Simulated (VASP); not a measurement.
Input of a VASP 6.6.1 run:

INCAR

```
SYSTEM = KCl
ALGO = Normal
EDIFF = 1E-6
ENCUT = 520
GGA = PE
ISIF = 2
ISMEAR = -1
LASPH = .True.
LCHARG = .False.
LREAL = .False.
LWAVE = .False.
NBANDS = 15
NELM = 80
PREC = Accurate
SIGMA = 0.03
```

KPOINTS

```
k-points
0
Gamma
  7 7 7
  0 0 0
```

POSCAR

```
KCl
1.0
    0.0000000000      3.1561000000      3.1561000000
    3.1561000000      0.0000000000      3.1561000000
    3.1561000000      3.1561000000      0.0000000000
K Cl
1 1
Direct
    0.0000000000      0.0000000000      0.0000000000
    0.5073172586      0.5073172586      0.5073172586
```

Potentials or basis: VASP PAW PBE potentials, release 64 (K_sv, Cl).

Command:

```bash
$ cat potpaw_PBE.64/K_sv/POTCAR potpaw_PBE.64/Cl/POTCAR > POTCAR
$ mpirun -np 1 vasp_std > vasp.out
```

Q: Predict the band gap on the k mesh.

A: 5.16 eV.

Q: Estimate the largest force.

A: 0.103 eV/Å.

Q: Estimate the pressure.

A: 0.6 GPa.

Forces in eV/Å, atoms in the order of the input:
```
K    0.060  0.060  0.060
Cl  -0.060 -0.060 -0.060
```

Caveat: the cell differs from its parent crystal (atom 2 (Cl) moved by [0.046188, 0.046188, 0.046188] A). A k mesh can miss the band edges.
